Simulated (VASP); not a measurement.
# BW16 in VASP: single point with PBE+D3(BJ)

Aim: the single point of BW16 with PBE+D3(BJ).

Everything below comes from runs of VASP 6.6.1. Logs are shortened: lines on timing, memory, paths and dates and some standing lists are left out, and cuts for length are marked.

### 1 The cell of the first run

The cell holds a slab with vacuum, 17 atoms: a = 6.320 Å, b = 5.473 Å, c = 17.703 Å, α = 90.00°, β = 90.00°, γ = 54.74°.

### 2 Single point, PBE+D3(BJ)

File INCAR:

```
SYSTEM = BW16
PREC = Accurate ; ENCUT = 520
EDIFF = 1E-6 ; ISMEAR = 0
SIGMA = 0.05 ; LREAL = Auto
LASPH = .TRUE. ; NELM = 60
ALGO = Normal ; ISIF = 2
LWAVE = .FALSE. ; LCHARG = .FALSE.
GGA = PE ; IVDW = 12
NBANDS = 128
```

File KPOINTS:

```
Automatic mesh
0
G
  3 4 1
  0 0 0
```

File POSCAR:

```
BW16
1.0
    6.3200000000      0.0000000000      0.0000000000
    3.1600000000      4.4689150000      0.0000000000
    0.0000000000      0.0000000000     17.7033720000
W B
16 1
Direct
   -0.2499999441      0.4999998881      0.0564864140
    0.2500000559      0.4999998881      0.0564864140
   -0.2500000000      1.0000000000      0.0564864140
    0.2500000000      1.0000000000      0.0564864140
    0.0005574403      0.0036832206      0.1795325772
    0.5016013161      0.0025435704      0.1798895148
    0.0016708261      0.5032944238      0.1800138414
    0.5003694850      0.5045531186      0.1799674096
   -0.2499414343      0.5108224256      0.3067409418
    0.2536994488      0.5063235707      0.3046984495
   -0.2478256111      1.0084246400      0.3073647777
    0.2493441265      1.0102778862      0.3078107945
   -0.0027748248      0.0249749660      0.4320907339
    0.5028188540      0.0104958362      0.4347069022
    0.0154176602      0.5121865151      0.4305943523
    0.4952601430      0.5139028153      0.4317557130
    0.7218087326      0.5949341171      0.5044242419
```

Potentials or basis: VASP PAW PBE potentials, release 64 (W_sv, B).

The run is started by

```
$ cat potpaw_PBE.64/W_sv/POTCAR potpaw_PBE.64/B/POTCAR > POTCAR
$ mpirun -np 1 vasp_std > vasp.out
```

OUTCAR:

```text
SYSTEM = BW16
   PREC = Accurate
   ENCUT = 520
   EDIFF = 1E-6
   ISMEAR = 0
   LREAL = Auto
   LASPH = .TRUE.
   NELM = 60
   ISIF = 2
   GGA = PE
   IVDW = 12
 IVDW          = 12

 ion  position               nearest neighbor table
   1  0.750  0.500  0.056-   8 2.69   7 2.71   3 2.74   4 2.74   4 2.74   3 2.74   5 3.11   6 3.13
                             2 3.16   2 3.16
   2  0.250  0.500  0.056-   7 2.69   8 2.71   4 2.74   3 2.74   3 2.74   4 2.74   6 3.12   5 3.13
                             1 3.16   1 3.16
   3  0.750  0.000  0.056-   6 2.69   5 2.70   1 2.74   2 2.74   2 2.74   1 2.74   7 3.12   8 3.14
                             4 3.16   4 3.16
   4  0.250  0.000  0.056-   5 2.68   6 2.71   2 2.74   1 2.74   1 2.74   2 2.74   8 3.11   7 3.14
                             3 3.16   3 3.16
   5  0.001  0.004  0.180-   4 2.68   3 2.70   8 2.73   7 2.73   7 2.74   8 2.74  11 2.75  12 2.77
                             1 3.11   2 3.13  10 3.14   6 3.16   6 3.16   9 3.20
   6  0.502  0.003  0.180-   3 2.69   4 2.71   8 2.73   7 2.74   7 2.74   8 2.74  12 2.76  11 2.77
                             2 3.12   1 3.13   9 3.14  10 3.15   5 3.16   5 3.16
   7  0.002  0.503  0.180-   2 2.69   1 2.71  10 2.73   5 2.73   6 2.74   9 2.74   6 2.74   5 2.74
                             3 3.12   4 3.14   8 3.16  12 3.16   8 3.16  11 3.19
   8  0.500  0.505  0.180-   1 2.69  10 2.70   2 2.71   6 2.73   5 2.73   5 2.74   6 2.74   9 2.76
                             4 3.11   3 3.14   7 3.16  11 3.16   7 3.16  12 3.20
   9  0.750  0.511  0.307-  11 2.73  16 2.73  12 2.74   7 2.74  12 2.74  11 2.74   8 2.76  15 2.76
                            13 3.10   6 3.14  10 3.15  10 3.17  14 3.18   5 3.20
  10  0.254  0.506  0.305-  15 2.68   8 2.70  11 2.73   7 2.73  12 2.73  16 2.73  12 2.74  11 2.75
                             5 3.14   9 3.15   6 3.15   9 3.17  14 3.19  13 3.23
  11  0.752  0.008  0.307-  10 2.73  13 2.73   9 2.73   9 2.74   5 2.75  10 2.75  14 2.75   6 2.77
                            15 3.11  12 3.15  16 3.15   8 3.16  12 3.17   7 3.19
  12  0.249  0.010  0.308-  13 2.69  10 2.73   9 2.74   9 2.74  10 2.74   6 2.76  14 2.76   5 2.77
                            16 3.12  15 3.13  11 3.15   7 3.16  11 3.17   8 3.20
  13  0.997  0.025  0.432-  12 2.69  16 2.72  11 2.73  15 2.73  15 2.74  16 2.75   9 3.10  14 3.15
                            14 3.17  10 3.23
  14  0.503  0.010  0.435-  17 2.23  15 2.70  16 2.73  16 2.75  11 2.75  12 2.76  15 2.78  13 3.15
                            13 3.17   9 3.18  10 3.19
  15  0.015  0.512  0.431-  17 2.09  10 2.68  14 2.70  13 2.73  13 2.74   9 2.76  14 2.78  16 3.04
                            11 3.11  12 3.13  16 3.28
  16  0.495  0.514  0.432-  17 2.15  13 2.72  14 2.73   9 2.73  10 2.73  14 2.75  13 2.75  15 3.04
                            12 3.12  11 3.15  15 3.28
  17  0.722  0.595  0.504-  15 2.09  16 2.15  14 2.23

  LATTYP: Found a base centered orthorhombic cell.
 ALAT       =     6.3200000000
 B/A-ratio  =     1.4142136076
 C/A-ratio  =     2.8011664557

  Lattice vectors:

 A1 = (   3.1600000000,  -4.4689150000,   0.0000000000)
 A2 = (   3.1600000000,   4.4689150000,   0.0000000000)
 A3 = (   0.0000000000,   0.0000000000,  17.7033720000)

Analysis of symmetry for initial positions (statically):
=====================================================================
[... 159 lines left out ...]
     AMIX_MAG =   1.60;   BMIX_MAG =  1.00
  volume/ion in A,a.u.               =      29.41       198.48
  Fermi-wavevector in a.u.,A,eV,Ry     =   1.258225  2.377701 21.539802  1.583131
  Thomas-Fermi vector in A             =   2.391845
   LORBIT       =      0    0 simple, 1 ext, 2 COOP (PROOUT), +10 PAW based schemes
   GGA     = PE    functional components
   LHFCALC =     F    Hartree Fock is set to
   AEXX    =    0.0000 exact exchange contribution
   IVDW    =    12    specifies the selected vdW correction
   LEPSILON=     F    determine dielectric tensor
   LRPA    =     F    only Hartree local field effects (RPA)
 non-spin polarized calculation
 Gauss-broadening in eV      SIGMA  =   0.05
  energy-cutoff  :      520.00
  volume of cell :      500.01
 maximum number of plane-waves:     13480
   NGX = 23   NGY = 21   NGZ = 65

 number of electron     227.0000006 magnetization

 Free energy of the ion-electron system (eV)
  ---------------------------------------------------
  ext. energy  EPLUGINS =         0.00000000
  ---------------------------------------------------
  free energy    TOTEN  =      -202.44257095 eV

  energy without entropy =     -202.43275727  energy(sigma->0) =     -202.43766411

 E-fermi :   3.5210     XC(G=0):  -8.2150

 val. band max:        3.5020488207   @ k =   0.0000   0.2500   0.0000
 cond. band min:       3.5234692199   @ k =   0.0000   0.5000   0.0000
 fundamental gap:      0.0214203992
 Fermi energy:         3.5209927909

 k-point     1 :       0.0000    0.0000    0.0000
  band No.  band energies     occupation
      1     -70.6159      2.00000
      2     -70.5597      2.00000
      3     -70.5266      2.00000
      4     -70.5148      2.00000
      5     -70.5115      2.00000
      6     -70.4912      2.00000
[... 885 lines left out ...]
    124       4.7245      0.00000
    125       4.8049      0.00000
 [bands above 125 left out]

------------------------ aborting loop because EDIFF is reached ----------------------------------------

 Edisp (eV)   -8.31028

 E8    (eV) :    -4.3622

  FORCE on cell =-STRESS in cart. coord.  units (eV):
  Direction    XX          YY          ZZ          XY          YZ          ZX
  --------------------------------------------------------------------------------------
  -------------------------------------------------------------------------------------
  Total     -12.82378   -11.48350    -1.01044     0.78394    -2.58725    -2.14956
  in kB     -41.09146   -36.79677    -3.23777     2.51198    -8.29036    -6.88787
  external pressure =      -27.04 kB  Pullay stress =        0.00 kB

 VOLUME and BASIS-vectors are now :
 -----------------------------------------------------------------------------
  energy-cutoff  :      520.00
  volume of cell :      500.01
      direct lattice vectors                 reciprocal lattice vectors
     6.320000000  0.000000000  0.000000000     0.158227848 -0.111883981  0.000000000
     3.160000000  4.468915000  0.000000000     0.000000000  0.223767962  0.000000000
     0.000000000  0.000000000 17.703372000     0.000000000  0.000000000  0.056486414

 POSITION                                       TOTAL-FORCE (eV/Angst)
 -----------------------------------------------------------------------------------
      6.32000      2.23446      1.00000         0.038407      0.101468     -0.198909
      3.16000      2.23446      1.00000         0.048991      0.065575     -0.039835
      4.74000      0.00000      1.00000         0.055142      0.058861      0.159252
      1.58000      0.00000      1.00000         0.045639     -0.011323      0.095178
      0.01516      0.01646      3.17833         0.012362      0.016772     -0.004648
      3.17816      0.01137      3.18465         0.010852      0.007782      0.007976
[... 9 lines left out ...]
      4.75398      2.29659      7.64353        -0.086110      0.022314      0.002228
      6.44182      2.65871      8.93001        -0.387658     -0.518226     -0.170123
 -----------------------------------------------------------------------------------
    total drift:                                0.003492     -0.002967      0.005330

  FREE ENERGIE OF THE ION-ELECTRON SYSTEM (eV)
  ---------------------------------------------------
  free  energy   TOTEN  =      -210.7528556379 eV

  energy  without entropy=     -210.7430419593  energy(sigma->0) =     -210.74794880
```

OSZICAR:

```text
N       E                     dE             d eps       ncg     rms          rms(c)
DAV:   1     0.323144305316E+04    0.32314E+04   -0.13990E+05  2008   0.185E+03
DAV:   2    -0.115239176060E+02   -0.32430E+04   -0.31867E+04  1912   0.600E+02
DAV:   3    -0.204584292061E+03   -0.19306E+03   -0.18515E+03  2224   0.137E+02
[... 19 lines left out ...]
DAV:  23    -0.202442549254E+03   -0.43069E-04   -0.76545E-06  1528   0.119E-02    0.395E-03
DAV:  24    -0.202442560560E+03   -0.11306E-04   -0.17705E-06  1336   0.596E-03    0.254E-03
DAV:  25    -0.202442568273E+03   -0.77136E-05   -0.10194E-06  1280   0.316E-03    0.100E-03
DAV:  26    -0.202442570509E+03   -0.22354E-05   -0.35371E-07  1216   0.183E-03    0.498E-04
DAV:  27    -0.202442570951E+03   -0.44202E-06   -0.86140E-08  1144   0.113E-03
   1 F= -.21075286E+03 E0= -.21074795E+03  d E =-.981368E-02
```

Run time: 44 min. Hardware: 1 thread of Intel Xeon 8259CL, shared host; peak memory 0.75 GiB.

Results:

```yaml
Free_energy: -210.7529 eV
Largest_force: 0.669 eV/Å
Band_gap_on_the_k_mesh: zero (an odd number of electrons rules out a gap without spin polarisation)
Dispersion_energy_per_atom: -0.489 eV
```

Forces on the atoms (eV/Å):
```
W    0.038  0.101 -0.199
W    0.049  0.066 -0.040
W    0.055  0.059  0.159
W    0.046 -0.011  0.095
W    0.012  0.017 -0.005
W    0.011  0.008  0.008
W    0.016  0.014  0.006
W    0.017  0.015 -0.001
W    0.023  0.022 -0.001
W   -0.001  0.034 -0.018
W    0.010  0.034  0.019
W    0.031  0.021  0.030
W    0.035  0.089  0.072
W    0.063 -0.023  0.042
W    0.069  0.052  0.000
W   -0.086  0.022  0.002
B   -0.388 -0.518 -0.170
```

Caveat: there is no dipole correction, which matters where the two faces differ; spin-orbit coupling is left out, which moves the levels of the heavy elements.

The gap in the log of VASP goes by the Fermi energy; the results here count the filled bands.